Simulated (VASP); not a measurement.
# ScAl3 (Pm-3m) in VASP: further runs, part 2 of 2

VASP 6.6.1. Earlier steps stand in the parts before.

**4. Single point, r2SCAN (volume scaled by 1.10)**

File POSCAR:

```
ScAl3
1.0
    4.2174181789      0.0000000000      0.0000000000
    0.0000000000      4.2174181789      0.0000000000
    0.0000000000      0.0000000000      4.2174181789
Sc Al
1 3
Direct
    0.0000000000      0.0000000000      0.0000000000
    0.5000000000      0.0000000000      0.5000000000
    0.0000000000      0.5000000000      0.5000000000
    0.5000000000      0.5000000000      0.0000000000
```

File INCAR.step1:

```
SYSTEM = ScAl3
ALGO = Normal
EDIFF = 1E-4
ENCUT = 520
GGA = PE
ISMEAR = 0
LASPH = .True.
LCHARG = .False.
LREAL = .False.
LWAVE = .True.
NBANDS = 18
NELM = 100
PREC = Accurate
SIGMA = 0.1
```

File INCAR.step2:

```
SYSTEM = ScAl3
ALGO = Normal
EDIFF = 1E-6
ENCUT = 520
ISIF = 2
ISMEAR = 0
ISTART = 1
LASPH = .True.
LCHARG = .False.
LMIXTAU = .True.
LREAL = .False.
LWAVE = .False.
METAGGA = R2SCAN
NBANDS = 18
NELM = 100
PREC = Accurate
SIGMA = 0.1
```

File KPOINTS:

```
k-points
0
Gamma
  10 10 10
  0 0 0
```

Potentials or basis: VASP PAW PBE potentials, release 64 (Sc_sv, Al).

The run is started by

```bash
$ cat potpaw_PBE.64/Sc_sv/POTCAR potpaw_PBE.64/Al/POTCAR > POTCAR
$ cp INCAR.step1 INCAR
$ mpirun -np 1 vasp_std > vasp.out
$ cp INCAR.step2 INCAR
$ mpirun -np 1 vasp_std > vasp.out
```

OUTCAR:

```text
SYSTEM = ScAl3
   EDIFF = 1E-6
   ENCUT = 520
   ISIF = 2
   ISMEAR = 0
   ISTART = 1
   LASPH = .True.
   LREAL = .False.
   METAGGA = R2SCAN
   NELM = 100
   PREC = Accurate

 ion  position               nearest neighbor table
   1  0.000  0.000  0.000-   2 2.98   3 2.98   4 2.98   2 2.98   3 2.98   3 2.98   4 2.98   3 2.98
                             2 2.98   4 2.98   2 2.98   4 2.98
   2  0.500  0.000  0.500-   1 2.98   3 2.98   4 2.98   1 2.98   4 2.98   3 2.98   4 2.98   4 2.98
[... 703 lines left out ...]
     18      11.9253      0.00000

 [... further k-points ...]
[... 5 lines left out ...]
  --------------------------------------------------------------------------------------
  -------------------------------------------------------------------------------------
  Total       -3.4557168     -3.4557168     -3.4557168      0.0000000      0.0000000     -0.0000000
  in kB      -73.8088995    -73.8088995    -73.8088995      0.0000000      0.0000000     -0.0000000
  external PRESSURE =     -73.8088995 kB  Pullay stress =       0.0000000 kB

 VOLUME and BASIS-vectors are now :
 -----------------------------------------------------------------------------
  energy-cutoff  :      520.00
  volume of cell :       75.01
      direct lattice vectors                 reciprocal lattice vectors
     4.217418179  0.000000000  0.000000000     0.237111891  0.000000000  0.000000000
     0.000000000  4.217418179  0.000000000     0.000000000  0.237111891  0.000000000
     0.000000000  0.000000000  4.217418179     0.000000000  0.000000000  0.237111891

 POSITION                                       TOTAL-FORCE (eV/Angst)
 -----------------------------------------------------------------------------------
      0.00000      0.00000      0.00000         0.000000      0.000000      0.000000
      2.10871      0.00000      2.10871         0.000000      0.000000      0.000000
      0.00000      2.10871      2.10871         0.000000      0.000000      0.000000
      2.10871      2.10871      0.00000         0.000000      0.000000      0.000000
 -----------------------------------------------------------------------------------
    total drift:                               -0.000000      0.000000      0.000000

  FREE ENERGIE OF THE ION-ELECTRON SYSTEM (eV)
  ---------------------------------------------------
  free  energy   TOTEN  =       -33.3411914841 eV

  energy  without entropy=      -33.3340012209  energy(sigma->0) =      -33.33759635
```

OSZICAR.step1:

```text
N       E                     dE             d eps       ncg     rms          rms(c)
DAV:   1     0.105301492657E+03    0.10530E+03   -0.81882E+03  2016   0.992E+02
DAV:   2    -0.157121911031E+02   -0.12101E+03   -0.11844E+03  2032   0.285E+02
DAV:   3    -0.201866495955E+02   -0.44745E+01   -0.43636E+01  3044   0.529E+01
DAV:   4    -0.203015505622E+02   -0.11490E+00   -0.11452E+00  3032   0.850E+00
DAV:   5    -0.203040062044E+02   -0.24556E-02   -0.24554E-02  2954   0.109E+00    0.768E+00
DAV:   6    -0.192576692534E+02    0.10463E+01   -0.41379E+00  3014   0.202E+01    0.249E+00
DAV:   7    -0.192147616150E+02    0.42908E-01   -0.15494E-01  3096   0.313E+00    0.160E+00
DAV:   8    -0.191890312463E+02    0.25730E-01   -0.64401E-02  3294   0.218E+00    0.372E-01
DAV:   9    -0.191885736910E+02    0.45756E-03   -0.22518E-02  3014   0.160E+00    0.222E-01
DAV:  10    -0.191876370247E+02    0.93667E-03   -0.54564E-03  3246   0.712E-01    0.339E-02
DAV:  11    -0.191876832310E+02   -0.46206E-04   -0.69810E-04  2620   0.256E-01
   1 F= -.19187683E+02 E0= -.19183439E+02  d E =-.848854E-02
```

Run time: 63 s. Hardware: 1 thread of Intel Xeon 6975P-C (Granite Rapids), shared host; peak memory 0.23 GiB.

Results:

```
Free energy            : -33.3412 eV
Pressure               : -7.4 GPa
Band gap on the k mesh : zero (band 10 reaches 7.32 eV, above the bottom of band 11 at 3.34 eV)
```

Levels at points of the mesh, in eV from the Fermi level:
| k point | band 6 | band 7 | band 8 | band 9 | band 10 | band 11 | band 12 | band 13 | band 14 | band 15 |
| --- | --- | --- | --- | --- | --- | --- | --- | --- | --- | --- |
| (0.00, 0.00, 0.00) | -2.63 | -2.63 | -1.97 | -1.97 | -1.97 | 1.34 | 1.34 | 1.34 | 1.35 | 4.51 |
| (0.50, 0.00, 0.00) | -7.47 | -1.72 | -1.72 | -1.40 | 0.63 | 0.84 | 0.84 | 1.36 | 1.65 | 2.18 |
| (0.50, 0.50, 0.00) | -5.84 | -5.84 | -4.47 | -0.52 | -0.52 | 1.17 | 1.40 | 2.10 | 2.51 | 3.30 |
| (0.50, 0.50, 0.50) | -4.88 | -4.88 | -4.47 | -3.18 | -3.18 | -3.18 | 0.84 | 2.62 | 2.62 | 3.85 |

Caveat: the PAW data sets were made with another functional, which shifts forces and pressure a little.

**5. Single point, r2SCAN (volume scaled by 0.88)**

File POSCAR:

```
ScAl3
1.0
    3.9151042252      0.0000000000      0.0000000000
    0.0000000000      3.9151042252      0.0000000000
    0.0000000000      0.0000000000      3.9151042252
Sc Al
1 3
Direct
    0.0000000000      0.0000000000      0.0000000000
    0.5000000000      0.0000000000      0.5000000000
    0.0000000000      0.5000000000      0.5000000000
    0.5000000000      0.5000000000      0.0000000000
```

File INCAR.step1:

```
PREC = Accurate ; ENCUT = 520
ISMEAR = 0 ; SIGMA = 0.1
LREAL = F ; LASPH = T
NELM = 100 ; NBANDS = 18
GGA = PE ; ALGO = Normal
EDIFF = 1E-4 ; LWAVE = T
LCHARG = F
```

File INCAR.step2:

```
PREC = Accurate ; ENCUT = 520
EDIFF = 1E-6 ; ISMEAR = 0
SIGMA = 0.1 ; LREAL = F
LASPH = T ; NELM = 100
ALGO = Normal ; ISIF = 2
LWAVE = F ; LCHARG = F
METAGGA = R2SCAN ; LMIXTAU = T
NBANDS = 18 ; ISTART = 1
```

File KPOINTS:

```
Automatic mesh
0
Gamma
  10 10 10
```

The run is started by

```bash
$ cat potpaw_PBE.64/Sc_sv/POTCAR potpaw_PBE.64/Al/POTCAR > POTCAR
$ cp INCAR.step1 INCAR
$ mpirun -np 1 vasp_std > vasp.out
$ cp INCAR.step2 INCAR
$ mpirun -np 1 vasp_std > vasp.out
```

Run time: 2.7 min. Hardware: 1 thread of Intel Xeon 6975P-C, shared host; peak memory 0.21 GiB.

Results (log left out):

| Item | Value |
| --- | --- |
| Free energy | -33.1544 eV |
| Pressure | 15.5 GPa |
| Band gap on the k mesh | zero (band 10 reaches 9.73 eV, above the bottom of band 11 at 5.15 eV) |

Levels at points of the mesh, in eV from the Fermi level:
```
           k point  band 7  band 8  band 9  band 10  band 11  band 12  band 13  band 14
(0.00, 0.00, 0.00)   -2.93   -2.07   -2.07    -2.07     1.22     1.44     1.44     1.44
(0.50, 0.00, 0.00)   -2.08   -2.08   -1.90     1.18     1.18     1.31     1.91     1.98
(0.50, 0.50, 0.00)   -6.19   -5.03   -0.69    -0.69     1.22     1.63     2.60     3.14
(0.50, 0.50, 0.50)   -5.26   -5.26   -3.39    -3.39    -3.39     1.40     3.25     3.25
```

Caveat: the PAW data sets were made with another functional, which shifts forces and pressure a little.

**6. Single point, r2SCAN (volume scaled by 0.91)**

File POSCAR:

```
ScAl3
1.0
    3.9590978426      0.0000000000      0.0000000000
    0.0000000000      3.9590978426      0.0000000000
    0.0000000000      0.0000000000      3.9590978426
Sc Al
1 3
Direct
    0.0000000000      0.0000000000      0.0000000000
    0.5000000000      0.0000000000      0.5000000000
    0.0000000000      0.5000000000      0.5000000000
    0.5000000000      0.5000000000      0.0000000000
```

File INCAR.step1:

```
SYSTEM = ScAl3
ALGO = Normal
EDIFF = 1E-4
ENCUT = 520
GGA = PE
ISMEAR = 0
LASPH = .TRUE.
LCHARG = .FALSE.
LREAL = .FALSE.
LWAVE = .TRUE.
NBANDS = 18
NELM = 60
PREC = Accurate
SIGMA = 0.1
```

File INCAR.step2:

```
SYSTEM = ScAl3
ALGO = Normal
EDIFF = 1E-7
ENCUT = 520
ISIF = 2
ISMEAR = 0
ISTART = 1
LASPH = .TRUE.
LCHARG = .FALSE.
LMIXTAU = .TRUE.
LREAL = .FALSE.
LWAVE = .FALSE.
METAGGA = R2SCAN
NBANDS = 18
NELM = 60
PREC = Accurate
SIGMA = 0.1
```

File KPOINTS:

```
k-points
0
G
  10 10 10
  0 0 0
```

Potentials or basis: VASP PAW PBE potentials, release 64 (Sc_sv, Al).

The run is started by

```bash
$ cat potpaw_PBE.64/Sc_sv/POTCAR potpaw_PBE.64/Al/POTCAR > POTCAR
$ cp INCAR.step1 INCAR
$ mpirun -np 1 vasp_std > vasp.out
$ cp INCAR.step2 INCAR
$ mpirun -np 1 vasp_std > vasp.out
```

Wall time 3.1 min (1 thread of Intel Xeon 6975P-C, shared host); peak memory 0.21 GiB.

It converged, with:

```yaml
Free_energy: -33.3213 eV
Pressure: 10.7 GPa
Band_gap_on_the_k_mesh: zero (band 10 reaches 9.34 eV, above the bottom of band 11 at 4.85 eV)
```

Levels at points of the mesh, in eV from the Fermi level:
| k point | band 7 | band 8 | band 9 | band 10 | band 11 | band 12 | band 13 | band 14 |
| --- | --- | --- | --- | --- | --- | --- | --- | --- |
| (0.00, 0.00, 0.00) | -2.87 | -2.06 | -2.06 | -2.06 | 1.25 | 1.44 | 1.44 | 1.44 |
| (0.50, 0.00, 0.00) | -2.02 | -2.02 | -1.82 | 1.12 | 1.12 | 1.31 | 1.76 | 1.88 |
| (0.50, 0.50, 0.00) | -6.14 | -4.95 | -0.66 | -0.66 | 1.21 | 1.60 | 2.52 | 3.04 |
| (0.50, 0.50, 0.50) | -5.19 | -5.19 | -3.37 | -3.37 | -3.37 | 1.30 | 3.15 | 3.15 |

Caveat: the PAW data sets were made with another functional, which shifts forces and pressure a little.

**7. Summary**

```csv
task,cell,cutoff (eV),gap on the mesh (eV),pressure (GPa)
single point,"a = 4.086 Å, 4 atoms",520,none,0.0
relaxation of cell and atoms,"relaxed from a = 4.088 Å, 4 atoms",600,none,0.0
single point,"a = 4.217 Å, 4 atoms",520,none,-7.4
single point,"a = 3.915 Å, 4 atoms",520,none,15.5
single point,"a = 3.959 Å, 4 atoms",520,none,10.7
```

Alike in all rows: level r2SCAN; potentials or basis VASP PAW PBE potentials, release 64 (Sc_sv, Al); no spin polarisation; k mesh 10 × 10 × 10; smearing gaussian 0.1 eV.

Caveats: the PAW data sets were made with another functional, which shifts forces and pressure a little.

Total energies depend on the potentials used, so only differences within one code and one set of settings carry meaning.
